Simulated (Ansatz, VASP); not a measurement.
Given: the input of a run of VASP 6.6.1 on CoO.

INCAR

```
ALGO = Normal
EDIFF = 1E-6
ENCUT = 600
GGA = PS
GGA_COMPAT = False
ISIF = 2
ISMEAR = -1
ISPIN = 2
LASPH = True
LCHARG = True
LELF = True
LMAXMIX = 4
LORBIT = 11
LREAL = False
LVHAR = True
LWAVE = False
MAGMOM = 2 0
NBANDS = 22
NELM = 200
PREC = Accurate
SIGMA = 0.05
```

The input KPOINTS:

```
k-points
0
Gamma
  10 10 10
```

The input POSCAR:

```
CoO
1.0
    1.6128308784      0.9311683418      2.5834678816
   -1.6128308784      0.9311683418      2.5834678816
    0.0000000000     -1.8623366835      2.5834678816
Co O
1 1
Direct
    0.9989783200      0.9989783200      0.9989783200
    0.7510210300      0.7510210300      0.7510210300
```

Potentials or basis: VASP PAW PBE potentials, release 64 (Co_sv, O).

Command:

```console
$ cat potpaw_PBE.64/Co_sv/POTCAR potpaw_PBE.64/O/POTCAR > POTCAR
$ mpirun -np 1 vasp_std > vasp.out
```

Problem. Set up the same calculation for Ansatz 0.2.0. Potentials there: Ansatz PAW.

Solution. As run (the cutoff follows the program's own potentials):

File input.yaml:

```yaml
crystal:
  lattice:
    - [1.6128308784, 0.9311683418, 2.5834678816]
    - [-1.6128308784, 0.9311683418, 2.5834678816]
    - [0.0, -1.8623366835, 2.5834678816]
  atoms:
    - { symbol: Co, position: [0.99897832, 0.99897832, 0.99897832], spin: 2.0 }
    - { symbol: O, position: [0.75102103, 0.75102103, 0.75102103] }
hamiltonian:
  xc: pbesol
  pseudopotentials: { kind: paw }
magnetization:
  spin_polarized: true
kpoints:
  mp_grid: { grid: [10, 10, 10] }
scf:
  occupations: { method: fermi_dirac, width: 0.05 }
output:
  forces: true
  stress: true
  eigenvalues: true
```

Potentials or basis: Ansatz PAW.

The run is started by

```console
$ ansatz run input.yaml --threads 1 --pin off --max-ram 3584MiB --backend cpu --events-out ev --progress --plain --runs-dir out
```

Both were run:

|  | VASP | Ansatz | Ansatz less VASP |
| --- | --- | --- | --- |
| gap on the k mesh at the Fermi level (eV) | none | none | - |
| pressure (GPa) | -11.7 | -9.9 | +1.78 |
| traceless stress, the component that is largest in VASP (GPa) | 3.04 | 3.05 | +0.003 |
| rms of the force components (eV/Å) | 0.114 | 0.114 | +0.0002 |
| net moment per atom (μB) | 1.42 | 1.43 | +0.003 |
| size of the moment on the site where the two differ most (μB) | 2.38 | 2.28 | -0.107 |

VASP's potentials were made for PBE, not for PBEsol. Site moments also hang on the region over which each program counts them. Atom by atom the forces differ by 0.000 eV/Å (rms over components). A gap of «none» marks a metal or a gap that the smearing closes. With one functional, cell and mesh, what is left measures potentials, basis and numerics.
